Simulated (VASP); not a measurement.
The system is TiTe2.

```
CELL_PARAMETERS angstrom
3.77700 0.00000 0.00000
-1.88850 3.27098 0.00000
0.00000 0.00000 6.49800
ATOMIC_POSITIONS crystal
Ti 0.00000 0.00000 0.00000
Te 0.66667 0.33333 0.26280
Te 0.33333 0.66667 0.73720
```

```yaml
Program: VASP 6.6.1
Task: relaxation of cell and atoms
Functional: PBE
Potentials_or_basis: VASP PAW PBE potentials, release 64 (Ti_sv, Te)
Cutoff: 600 eV
k_mesh: 12 × 12 × 8
Occupations: gaussian, width 0.1 eV
Spin: no spin polarisation
```

At the start: pressure 0.9 GPa; volume 26.76 Å³/atom.

How do energy, volume and symmetry change on relaxing?

Over 13 steps the energy falls by 5.1 meV/atom and the volume is 28.07 Å³/atom (+4.9 %); space group P-3m1 (No. 164, to 0.1 Å) before and after.

Step by step:
| step | energy change (eV) | largest force (eV/Å) | pressure (GPa) | volume (Å³) |
| --- | --- | --- | --- | --- |
| 1 | 0.0000 | 0.0414 | 0.91 | 80.28 |
| 2 | -0.0036 | 0.1899 | -0.55 | 82.05 |
| 3 | -0.0045 | 0.1196 | -0.11 | 81.50 |
| 4 | -0.0067 | 0.1115 | -0.07 | 81.62 |
| 5 | -0.0108 | 0.0900 | 0.11 | 81.97 |
| 6 | -0.0093 | 0.0545 | 0.56 | 82.61 |
| 7 | -0.0116 | 0.0714 | 0.28 | 82.25 |
| 8 | -0.0135 | 0.0793 | 0.00 | 83.10 |
| 9 | -0.0142 | 0.0865 | -0.19 | 83.75 |
| 10 | -0.0139 | 0.1022 | -0.59 | 85.07 |
| 11 | -0.0144 | 0.0901 | -0.30 | 84.10 |
| 12 | -0.0153 | 0.0115 | 0.07 | 84.21 |
| 13 | -0.0154 | 0.0017 | 0.04 | 84.20 |

Final structure:
```xyz
3
Lattice="3.7692 0.0000 0.0000 -1.8846 3.2642 0.0000 0.0000 0.0000 6.8437" Properties=species:S:1:pos:R:3 pbc="T T T"
Ti    0.0000    0.0000    0.0000
Te    1.8846    1.0881    1.7299
Te    0.0000    2.1762    5.1137
```

Caveat: this functional lacks dispersion, which binds the layers, so the pressure and a relaxed spacing across them are unreliable.
